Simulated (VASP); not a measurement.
# Pb (Fd-3m) in VASP: further runs

Aim: see how the results for Pb move with the level of theory and the settings. Levels: PBEsol, HSE06. Tasks: relaxation of cell and atoms, single point.

Program: VASP 6.6.1. These are calculated values, not measurements. Logs are shortened: lines on timing, memory, paths and dates and some standing lists are left out, and cuts for length are marked.

## Step 1: The cell of the first run

The structure is cubic, space group Fd-3m (No. 227). The conventional cell has a = 6.946 Å, b = 6.946 Å, c = 6.946 Å, α = 90.00°, β = 90.00°, γ = 90.00°. Pb (site symmetry -43m) has 4 Pb at 3.01 Å within 4.0 Å.

This isn't the form of Pb at room conditions, which is fcc.

## Step 2: Relaxation of cell and atoms, PBEsol (41.89 Å³/atom)

File POSCAR:

```
Pb
1.0
    0.0000000000      3.4730517755      3.4730517755
    3.4730517755      0.0000000000      3.4730517755
    3.4730517755      3.4730517755      0.0000000000
Pb
2
Direct
    0.2500000000      0.2500000000      0.2500000000
    0.0000000000      0.0000000000      0.0000000000
```

File INCAR.step1:

```
SYSTEM = Pb
GGA      = PS             ! functional
ISMEAR   = 1              ! smearing method
SIGMA    = 0.05           ! smearing width, eV
LWAVE    = .False.        ! write WAVECAR
LCHARG   = .False.        ! write CHGCAR
NSW      = 80             ! ionic steps
PREC     = Accurate       ! precision mode
LASPH    = .True.         ! aspherical terms in the spheres
LREAL    = .False.        ! projectors in reciprocal space
ALGO     = Normal         ! electronic algorithm
EDIFF    = 1E-7           ! SCF threshold, eV
NELM     = 120            ! most SCF steps
GGA_COMPAT= .False.      
IBRION   = 2              ! ionic algorithm
ISIF     = 3              ! what is computed and relaxed
EDIFFG   = -0.002         ! ionic threshold
NELMIN   = 4            
ENCUT    = 620            ! plane-wave cutoff, eV
POTIM    = 0.5            ! step
```

File INCAR.step4:

```
SYSTEM = Pb
GGA      = PS             ! functional
ISMEAR   = 1              ! smearing method
SIGMA    = 0.05           ! smearing width, eV
LWAVE    = .False.        ! write WAVECAR
LCHARG   = .False.        ! write CHGCAR
PREC     = Accurate       ! precision mode
LASPH    = .True.         ! aspherical terms in the spheres
LREAL    = .False.        ! projectors in reciprocal space
ALGO     = Normal         ! electronic algorithm
EDIFF    = 1E-7           ! SCF threshold, eV
NELM     = 120            ! most SCF steps
GGA_COMPAT= .False.      
ISIF     = 2              ! what is computed and relaxed
ENCUT    = 620            ! plane-wave cutoff, eV
```

File KPOINTS:

```
Automatic mesh
0
Gamma
  9 9 9
  0 0 0
```

Potentials or basis: VASP PAW PBE potentials, release 64 (Pb_d).

The run is started by

```sh
$ cat potpaw_PBE.64/Pb_d/POTCAR > POTCAR
$ cp INCAR.step1 INCAR
$ cp POSCAR.step1 POSCAR
$ mpirun -np 1 vasp_std > vasp.out
$ cp CONTCAR POSCAR
$ mpirun -np 1 vasp_std > vasp.out
$ cp CONTCAR POSCAR
$ mpirun -np 1 vasp_std > vasp.out
$ cp CONTCAR POSCAR
$ cp INCAR.step4 INCAR
$ mpirun -np 1 vasp_std > vasp.out
```

OUTCAR:

```text
SYSTEM = Pb
   GGA = PS
   ISMEAR = 1
   PREC = Accurate
   LASPH = .True.
   LREAL = .False.
   EDIFF = 1E-7
   NELM = 120
   ISIF = 2
   ENCUT = 620

 ion  position               nearest neighbor table
   1  0.250  0.250  0.250-   2 2.99   2 2.99   2 2.99   2 2.99
   2  0.000  0.000  0.000-   1 2.99   1 2.99   1 2.99   1 2.99

  LATTYP: Found a face centered cubic cell.
 ALAT       =     6.9060123220

  Lattice vectors:

 A1 = (   0.0000000000,   3.4530061610,   3.4530061610)
 A2 = (   3.4530061610,   0.0000000000,   3.4530061610)
 A3 = (   3.4530061610,   3.4530061610,   0.0000000000)

Analysis of symmetry for initial positions (statically):
=====================================================================
 Subroutine PRICEL returns:
 Original cell was already a primitive cell.

 Routine SETGRP: Setting up the symmetry group for a
 face centered cubic supercell.

 Subroutine GETGRP returns: Found 48 space group operations
 (whereof 24 operations were pure point group operations)
 out of a pool of 48 trial point group operations.

The static configuration has the point symmetry T_d .
 The point group associated with its full space group is O_h .

Analysis of symmetry for dynamics (positions and initial velocities):
=====================================================================
 Subroutine PRICEL returns:
 Original cell was already a primitive cell.

 Routine SETGRP: Setting up the symmetry group for a
 face centered cubic supercell.

 Subroutine GETGRP returns: Found 48 space group operations
 (whereof 24 operations were pure point group operations)
 out of a pool of 48 trial point group operations.

The dynamic configuration has the point symmetry T_d .
 The point group associated with its full space group is O_h .

 Subroutine INISYM returns: Found 48 space group operations
 (whereof 24 operations are pure point group operations),
 and found     1 'primitive' translations

----------------------------------------------------------------------------------------

                                     Primitive cell

  volume of cell :      82.3421

  direct lattice vectors                    reciprocal lattice vectors
     0.000000000  3.453006161  3.453006161    -0.144801363  0.144801363  0.144801363
     3.453006161  0.000000000  3.453006161     0.144801363 -0.144801363  0.144801363
     3.453006161  3.453006161  0.000000000     0.144801363  0.144801363 -0.144801363

  length of vectors
     4.883288144  4.883288144  4.883288144     0.250803318  0.250803318  0.250803318

  position of ions in fractional coordinates (direct lattice)
     0.250000000  0.250000000  0.250000000
     0.000000000  0.000000000  0.000000000

  ion indices of the primitive-cell ions
   primitive index   ion index
                 1           1
                 2           2

----------------------------------------------------------------------------------------

 KPOINTS: Automatic mesh

Automatic generation of k-mesh.
 Grid dimensions read from file:
 generate k-points for:    9    9    9

 Generating k-lattice:

  Cartesian coordinates                     Fractional coordinates (reciprocal lattice)
    -0.016089040  0.016089040  0.016089040     0.111111111  0.000000000  0.000000000
     0.016089040 -0.016089040  0.016089040     0.000000000  0.111111111  0.000000000
     0.016089040  0.016089040 -0.016089040     0.000000000  0.000000000  0.111111111

  Length of vectors
     0.027867035  0.027867035  0.027867035

  Shift w.r.t. Gamma in fractional coordinates (k-lattice)
     0.000000000  0.000000000  0.000000000

 Subroutine IBZKPT returns following result:
 ===========================================

 Found     35 irreducible k-points:

 Following reciprocal coordinates:
            Coordinates               Weight
  0.000000  0.000000  0.000000      1.000000
  0.111111  0.000000  0.000000      8.000000
  0.222222  0.000000  0.000000      8.000000
  0.333333  0.000000  0.000000      8.000000
  0.444444  0.000000  0.000000      8.000000
  0.111111  0.111111  0.000000      6.000000
[... 16 lines left out ...]
 -0.333333  0.333333  0.000000     12.000000
  0.444444  0.444444  0.000000      6.000000
 [... further k-points ...]
   k-points           NKPTS =     35   k-points in BZ     NKDIM =     35   number of bands    NBANDS=     18
   number of dos      NEDOS =    301   number of ions     NIONS =      2
   total plane-waves  NPLWV =  64000
   dimension x,y,z NGX =    40 NGY =   40 NGZ =   40
   dimension x,y,z NGXF=    80 NGYF=   80 NGZF=   80
   ions per type =               2
   NGX,Y,Z   is equivalent  to a cutoff of  13.62, 13.62, 13.62 a.u.
   NGXF,Y,Z  is equivalent  to a cutoff of  27.24, 27.24, 27.24 a.u.
 SYSTEM =  Pb
   PREC   = accura    normal or accurate (medium, high low for compatibility)
   ISTART =      0    job   : 0-new  1-cont  2-samecut
   ICHARG =      2    charge: 1-file 2-atom 10-const
   ISPIN  =      1    spin polarized calculation?
   LNONCOLLINEAR =      F non collinear calculations
   LSORBIT =      F    spin-orbit coupling
   LASPH  =      T    aspherical Exc in radial PAW
   ENCUT  =  620.0 eV  45.57 Ry    6.75 a.u.   9.91  9.91  9.91*2*pi/ulx,y,z
   NELM   =    120;   NELMIN=  2; NELMDL=  0     # of ELM steps
   EDIFF  = 0.1E-06   stopping-criterion for ELM
   LREAL  =      F    real-space projection
   EDIFFG = 0.1E-05   stopping-criterion for IOM
   NSW    =      0    number of steps for IOM
   IBRION =     -1    ionic relax: 0-MD 1-quasi-New 2-CG
   NFREE  =      0    steps in history (QN), initial steepest desc. (CG)
   ISIF   =      2    stress and relaxation
   ISYM   =      2    0-nonsym 1-usesym 2-fastsym
   POTIM  = 0.5000    time-step for ionic-motion
   TEBEG  =    0.0;   TEEND  =   0.0 temperature during run

   SCALEE = 1.0000    scale energy and forces
   PSTRESS=    0.0 pullay stress
   NELECT =      28.0000    total number of electrons
   NUPDOWN=      -1.0000    fix difference up-down
   EMIN   =  10.00;   EMAX   =-10.00  energy-range for DOS
   EFERMI =   0.00;   METHOD = LEGACY
   ISMEAR =     1;   SIGMA  =   0.05  broadening in eV -4-tet -1-fermi 0-gaus
   EFERMI_NEDOS =   21; number of points for ismear=-14 and -15
   IALGO  =     38    algorithm
   IMIX   =      4    mixing-type and parameters
     AMIX     =   0.40;   BMIX     =  1.00
     AMIX_MAG =   1.60;   BMIX_MAG =  1.00
  volume/ion in A,a.u.               =      41.17       277.84
  Fermi-wavevector in a.u.,A,eV,Ry     =   1.142668  2.159330 17.765001  1.305691
  Thomas-Fermi vector in A             =   2.279366
   LORBIT       =      0    0 simple, 1 ext, 2 COOP (PROOUT), +10 PAW based schemes
   GGA     = PS    functional components
   LHFCALC =     F    Hartree Fock is set to
   AEXX    =    0.0000 exact exchange contribution
   IVDW    =     0    specifies the selected vdW correction
   LEPSILON=     F    determine dielectric tensor
   LRPA    =     F    only Hartree local field effects (RPA)

   CSHIFT  =0.1000    complex shift for real part using Kramers Kronig

   OMEGAMAX=  -1.0    maximum frequency
 non-spin polarized calculation
 Methfessel and Paxton  Order N= 1 SIGMA  =   0.05
  energy-cutoff  :      620.00
  volume of cell :       82.34
 maximum number of plane-waves:      2899
   NGX = 19   NGY = 19   NGZ = 19

 number of electron      28.0000003 magnetization

 Free energy of the ion-electron system (eV)
  ---------------------------------------------------
  ext. energy  EPLUGINS =         0.00000000
  ---------------------------------------------------
  free energy    TOTEN  =        -7.35024733 eV

  energy without entropy =       -7.35021346  energy(sigma->0) =       -7.35023604

 E-fermi :   4.1916     XC(G=0):  -8.5644

 val. band max:        3.9132229943   @ k =   0.1111   0.1111   0.0000
 cond. band min:       4.1948770286   @ k =  -0.1111   0.1111   0.0000
 fundamental gap:      0.2816540343
 Fermi energy:         4.1916152470

 k-point     1 :       0.0000    0.0000    0.0000
  band No.  band energies     occupation
      1     -13.0489      2.00000
      2     -13.0489      2.00000
      3     -13.0489      2.00000
      4     -12.9730      2.00000
      5     -12.9730      2.00000
      6     -12.5534      2.00000
[... 10 lines left out ...]
     17       6.4564      0.00000
     18       6.4564      0.00000

 k-point     2 :       0.1111    0.0000    0.0000
  band No.  band energies     occupation
      1     -13.0613      2.00000
      2     -13.0613      2.00000
      3     -13.0461      2.00000
      4     -12.9554      2.00000
      5     -12.9554      2.00000
      6     -12.5757      2.00000
[... 10 lines left out ...]
     17       6.7206      0.00000
     18       6.7206      0.00000

 k-point     3 :       0.2222    0.0000    0.0000
  band No.  band energies     occupation
      1     -13.0795      2.00000
      2     -13.0795      2.00000
      3     -13.0388      2.00000
      4     -12.9252      2.00000
      5     -12.9252      2.00000
      6     -12.6027      2.00000
[... 10 lines left out ...]
     17       7.1892      0.00000
     18       7.5212      0.00000

 k-point     4 :       0.3333    0.0000    0.0000
  band No.  band energies     occupation
      1     -13.0910      2.00000
      2     -13.0910      2.00000
      3     -13.0301      2.00000
      4     -12.9025      2.00000
      5     -12.9025      2.00000
      6     -12.6201      2.00000
[... 375 lines left out ...]
      4     -12.8407      2.00000
      5     -12.7947      2.00000
      6     -12.7482      2.00000
[... 10 lines left out ...]
     17       9.1111      0.00000
     18       9.8707      0.00000

 k-point    23 :      -0.3333    0.3333    0.0000
  band No.  band energies     occupation
      1     -13.1476      2.00000
      2     -13.1165      2.00000
      3     -12.9494      2.00000
      4     -12.8070      2.00000
      5     -12.7904      2.00000
      6     -12.7758      2.00000
[... 10 lines left out ...]
     17       8.6388      0.00000
     18       9.2021      0.00000

 k-point    24 :       0.4444    0.4444    0.0000
  band No.  band energies     occupation
      1     -13.1133      2.00000
      2     -13.1133      2.00000
      3     -12.9882      2.00000
      4     -12.9095      2.00000
      5     -12.7885      2.00000
      6     -12.7116      2.00000
[... 10 lines left out ...]
     17      10.9482      0.00000
     18      10.9484      0.00000

 [... further k-points ...]
[... 5 lines left out ...]
  --------------------------------------------------------------------------------------
  -------------------------------------------------------------------------------------
  Total       -0.0017223     -0.0017223     -0.0017223      0.0000000      0.0000000      0.0000000
  in kB       -0.0335110     -0.0335110     -0.0335110      0.0000000      0.0000000      0.0000000
  external PRESSURE =      -0.0335110 kB  Pullay stress =       0.0000000 kB

 VOLUME and BASIS-vectors are now :
 -----------------------------------------------------------------------------
  energy-cutoff  :      620.00
  volume of cell :       82.34
      direct lattice vectors                 reciprocal lattice vectors
     0.000000000  3.453006161  3.453006161    -0.144801363  0.144801363  0.144801363
     3.453006161  0.000000000  3.453006161     0.144801363 -0.144801363  0.144801363
     3.453006161  3.453006161  0.000000000     0.144801363  0.144801363 -0.144801363

 POSITION                                       TOTAL-FORCE (eV/Angst)
 -----------------------------------------------------------------------------------
      1.72650      1.72650      1.72650        -0.000000     -0.000000     -0.000000
      0.00000      0.00000      0.00000         0.000000      0.000000      0.000000
 -----------------------------------------------------------------------------------
    total drift:                               -0.000000      0.000000      0.000000

  FREE ENERGIE OF THE ION-ELECTRON SYSTEM (eV)
  ---------------------------------------------------
  free  energy   TOTEN  =        -7.3502473288 eV

  energy  without entropy=       -7.3502134608  energy(sigma->0) =       -7.35023604
```

Run time: 2 min. Hardware: 1 thread of Intel Xeon 6975P-C (Granite Rapids), shared host; peak memory 0.27 GiB.

What came out:

| Property | Result |
| --- | --- |
| Free energy | -7.3502 eV |
| Relaxed volume | 41.17 Å³/atom |
| Relaxed cell | a = 4.883 Å, b = 4.883 Å, c = 4.883 Å, α = 60.00°, β = 60.00°, γ = 60.00° |
| Space group after relaxing (to 0.1 Å) | Fd-3m (No. 227) |
| Energy gained by relaxing | 1.2 meV/atom |
| Ionic steps | 5 |
| Pressure after relaxing | 0.0 GPa |
| Band gap on the k mesh | zero (bands 14 and 15 overlap by 1.11 eV) |

Step by step:
```
step  energy change (eV)  largest force (eV/Å)  pressure (GPa)  volume (Å³)
   1              0.0000                0.0000           -0.51        83.78
   2             -0.0023                0.0000            0.07        82.17
   3             -0.0023                0.0000            0.00        82.34
   4             -0.0023                0.0000            0.00        82.34
   5             -0.0023                0.0000            0.00        82.34
```

Final structure:
```xyz
2
Lattice="0.0000 3.4530 3.4530 3.4530 0.0000 3.4530 3.4530 3.4530 0.0000" Properties=species:S:1:pos:R:3 pbc="T T T"
Pb    1.7265    1.7265    1.7265
Pb    0.0000    0.0000    0.0000
```

Levels at points of the mesh, in eV from the Fermi level:
| k point | band 12 | band 13 | band 14 | band 15 | band 16 | band 17 |
| --- | --- | --- | --- | --- | --- | --- |
| (0.00, 0.00, 0.00) | -4.14 | 0.26 | 0.26 | 0.26 | 2.26 | 2.26 |

Caveat: the PAW data sets were made with another functional, which shifts forces and pressure a little; spin-orbit coupling is left out, which moves the levels of the heavy elements.

## Step 3: Single point, HSE06

This run uses another cell than the first one, of 42.30 Å³/atom.

File POSCAR:

```
Pb
1.0
    0.0000000000      3.4842552460      3.4842552460
    3.4842552460      0.0000000000      3.4842552460
    3.4842552460      3.4842552460      0.0000000000
Pb
2
Direct
    0.2500000000      0.2500000000      0.2500000000
    0.0000000000      0.0000000000      0.0000000000
```

File INCAR.step1:

```
  ALGO = Normal
  EDIFF = 1E-5
  ENCUT = 520
  GGA = PE
  ISIF = 2
  ISMEAR = -1
  LASPH = True
  LCHARG = False
  LREAL = False
  LWAVE = True
  NBANDS = 21
  NELM = 60
  PREC = Accurate
  SIGMA = 0.05
```

File INCAR.step2:

```
  ALGO = Normal
  EDIFF = 1E-7
  ENCUT = 520
  GGA = PE
  HFSCREEN = 0.2079
  ISIF = 2
  ISMEAR = -1
  ISTART = 1
  LASPH = True
  LCHARG = False
  LHFCALC = True
  LREAL = False
  LWAVE = False
  NBANDS = 21
  NELM = 60
  PREC = Accurate
  PRECFOCK = Normal
  SIGMA = 0.05
```

File KPOINTS:

```
k-points
0
Gamma
  4 4 4
```

Potentials or basis: VASP PAW PBE potentials, release 64 (Pb_d).

The run is started by

```sh
$ cat potpaw_PBE.64/Pb_d/POTCAR > POTCAR
$ cp INCAR.step1 INCAR
$ mpirun -np 1 vasp_std > vasp.out
$ cp INCAR.step2 INCAR
$ mpirun -np 1 vasp_std > vasp.out
```

Run time: 45 min. Hardware: 1 thread of AMD EPYC 7R43 (Zen 3), shared host; peak memory 0.31 GiB.

It converged, with:

```
Free energy            : -7.5341 eV
Pressure               : 0.4 GPa
Band gap on the k mesh : zero (bands 14 and 15 overlap by 1.22 eV)
```

Levels at points of the mesh, in eV from the Fermi level:
```csv
k point,band 10,band 11,band 12,band 13,band 14,band 15,band 16,band 17,band 18,band 19
"(0.00, 0.00, 0.00)",-18.13,-11.72,-3.83,0.73,0.73,0.73,3.08,3.08,3.08,4.86
"(0.50, 0.00, 0.00)",-18.08,-10.28,-7.35,-0.55,-0.49,-0.49,4.24,4.24,6.26,8.05
"(0.50, 0.50, 0.00)",-18.05,-8.87,-8.87,-1.79,-1.79,1.46,1.46,8.05,8.05,8.97
```

Caveat: the k points lie up to 0.39 Å⁻¹ apart, too coarse for converged energies and pressures of a metal; the PAW data sets were made with another functional, which shifts forces and pressure a little; spin-orbit coupling is left out, which moves the levels of the heavy elements.

The gap in the log of VASP goes by the Fermi energy; the results here count the filled bands.